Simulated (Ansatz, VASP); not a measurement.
## NbH2: VASP beside Ansatz

```
Nb H
1.0
     0.02281    2.29291    2.29291
     2.29291    0.02281    2.29291
     2.29291    2.29291    0.02281
Nb H
1 2
Direct
  0.00000 0.00000 0.00000
  0.25000 0.25000 0.25000
  0.75000 0.75000 0.75000
```

Change from the starting cell: equal xy, yz and zx shear strains of +1 %, PAW files.

Alike in both runs: task electric field gradients; functional LDA; k mesh 15 × 15 × 15; occupations fermi-dirac, width 0.03 eV; no spin polarisation.

|  | VASP | Ansatz |
| --- | --- | --- |
| version | VASP 6.6.1 | Ansatz 0.2.0 |
| potentials or method | VASP PAW LDA potentials, release 64 (Nb_sv, H) | PAW with Ansatz's default frozen-core files, scalar-relativistic |
| plane-wave cutoff (eV) | 400 | 420 |
| valence electrons in the cell | 15 | 15 |

```csv
,VASP,Ansatz,Ansatz less VASP
rms of the force components (eV/Å),0.035,0.035,0.0000
size of Vzz on the site where it differs most (V/Å²),14.4,14.3,-0.10
```

LDA's correlation is that of Perdew and Zunger in VASP and of Perdew and Wang (1992) in Ansatz. Atom by atom the forces differ by 0.000 eV/Å (rms over components).
